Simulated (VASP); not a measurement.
Here is a VASP 6.6.1 calculation.

INCAR

```
SYSTEM = Si20H11Cl2
PREC = Accurate
ENCUT = 520
EDIFF = 1E-6
ISMEAR = 0
SIGMA = 0.05
LREAL = Auto
LASPH = .True.
NELM = 150
ALGO = Normal
ISIF = 2
LWAVE = .False.
LCHARG = .True.
ISPIN = 2
MAGMOM = 0 0 0 0 0 0 0 0 0 0 0 0 0 0 0 0 0 0 0 0 0 0 0 0 0 0 0 0 0 0 0 0 0
LORBIT = 11
GGA = PS
LELF = .True.
LVHAR = .True.
NBANDS = 78
```

File KPOINTS:

```
Automatic mesh
0
Gamma
  1 1 1
  0 0 0
```

The input POSCAR:

```
Si20H11Cl2
1.0
    7.6791800000      0.0000000000      0.0000000000
    0.0000000000      7.6791800000      0.0000000000
    0.0000000000      0.0000000000     18.5543620000
H Si Cl
11 20 2
Direct
    0.4093920184      0.0000000000      0.0538956823
    0.0906079816      0.0000000000      0.0538956823
    0.9093920184      0.0000000000      0.0538956823
    0.5906079816      0.0000000000      0.0538956823
    0.4093920184      0.5000000000      0.0538956823
    0.0906079816      0.5000000000      0.0538956823
    0.9093920184      0.5000000000      0.0538956823
    0.5906079816      0.5000000000      0.0538956823
    0.7399775757      0.0180051776      0.4611412130
    0.2822275295      0.4549888139      0.4639355425
    0.7138906758      0.4542784516      0.4642876430
    0.2500000000      0.0000000000      0.1005423954
    0.7500000000      0.0000000000      0.1005423954
    0.2500000000      0.5000000000      0.1005423954
    0.7500000000      0.5000000000      0.1005423954
    0.2478409153      0.2511153535      0.1710355764
    0.7529703692      0.2510679526      0.1712307866
    0.2505531841      0.7492355955      0.1756464060
    0.7488658945      0.7494304079      0.1755005103
    0.0008353757      0.2510738126      0.2437116404
    0.5000154964      0.2465924747      0.2395443185
   -0.0005810516      0.7476099011      0.2494210256
    0.4998876182      0.7455314239      0.2508279185
   -0.0009767970      0.0101678825      0.3235046832
    0.5010179472      0.0068282030      0.3174381313
   -0.0034600048      0.5215640212      0.3432986270
    0.4992243964      0.4832047172      0.3178425645
    0.2557103753      0.0911869496      0.3839274560
    0.7449092221      0.0867911678      0.3854974372
    0.2575192924      0.4007322396      0.3867729863
    0.7381677471      0.3956702408      0.3876389821
    0.2768949289      1.0131313500      0.4908951329
   -0.0106114194      0.7225809266      0.4285170786
```

Potentials or basis: VASP PAW PBE potentials, release 64 (H, Si, Cl).

Run with:

```sh
$ cat potpaw_PBE.64/H/POTCAR potpaw_PBE.64/Si/POTCAR potpaw_PBE.64/Cl/POTCAR > POTCAR
$ mpirun -np 1 vasp_gam > vasp.out
```

Task: Predict the largest force.

Result: 0.833 eV/Å.

Task: What does it give for the site moments?

Result: H +0.00, -0.00 (each value once); Si +0.01, +0.00, +0.17, +0.03, +0.05, -0.00, +0.04 (each value once); Cl +0.00, +0.06 μB.

Task: Predict the net moment.

Result: 1.00 μB per cell.

Forces in eV/Å, atoms in the order of the input:
```
H   -0.825 -0.051  0.101
H    0.810 -0.104  0.059
H   -0.809 -0.105  0.058
H    0.825 -0.039  0.096
H   -0.805  0.051  0.086
H    0.798  0.081  0.061
H   -0.800  0.077  0.063
H    0.802  0.033  0.098
H   -0.019  0.058  0.054
H    0.044 -0.042  0.032
H   -0.041 -0.046  0.026
Si  -0.129 -0.116  0.237
Si   0.118 -0.097  0.230
Si  -0.037  0.158  0.108
Si   0.055  0.149  0.139
Si   0.030 -0.062  0.080
Si  -0.029 -0.079  0.073
Si  -0.037 -0.010  0.064
Si   0.038 -0.001  0.046
Si   0.025  0.041 -0.499
Si  -0.008 -0.010 -0.154
Si   0.015  0.061  0.083
Si  -0.007 -0.031  0.099
Si  -0.007 -0.290  0.170
Si  -0.058 -0.090 -0.148
Si   0.027  0.235  0.190
Si  -0.046  0.088 -0.202
Si  -0.124 -0.182 -0.292
Si   0.141 -0.126 -0.293
Si  -0.126  0.216 -0.372
Si   0.192  0.185 -0.316
Cl   0.046  0.052  0.030
Cl  -0.059  0.001 -0.007
```

Caveat: the k points lie up to 0.82 Å⁻¹ apart, too coarse for converged energies, forces and pressures; there is no dipole correction, which matters where the two faces differ; the PAW data sets were made with another functional, which shifts forces and pressure a little.
